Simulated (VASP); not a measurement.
Input of a VASP 6.6.1 run:

INCAR

```
SYSTEM = ZnCu
ALGO = Normal
EDIFF = 1E-7
ENCUT = 520
GGA = PS
ISIF = 2
ISMEAR = -1
LASPH = .True.
LCHARG = .True.
LELF = .True.
LREAL = .False.
LVHAR = .True.
LWAVE = .False.
NBANDS = 18
NELM = 100
PREC = Accurate
SIGMA = 0.05
```

The input KPOINTS:

```
k-points
0
Gamma
  14 14 14
  0 0 0
```

Contents of POSCAR:

```
ZnCu
1.0
    2.8848810902      0.0000000000      0.0000000000
    0.0000000000      2.8848810902      0.0000000000
    0.0000000000      0.0000000000      2.8848810902
Zn Cu
1 1
Direct
    0.5000000000      0.5000000000      0.5000000000
    0.0000000000      0.0000000000      0.0000000000
```

Potentials or basis: VASP PAW PBE potentials, release 64 (Zn, Cu).

Launch:

```bash
$ cat potpaw_PBE.64/Zn/POTCAR potpaw_PBE.64/Cu/POTCAR > POTCAR
$ mpirun -np 1 vasp_std > vasp.out
```

Question: Estimate the pressure.

Answer: 4.2 GPa.

Question: Predict the band gap on the k mesh.

Answer: Zero (an odd number of electrons rules out a gap without spin polarisation).

Caveat: the cell stands under pressure; the PAW data sets were made with another functional, which shifts forces and pressure a little.
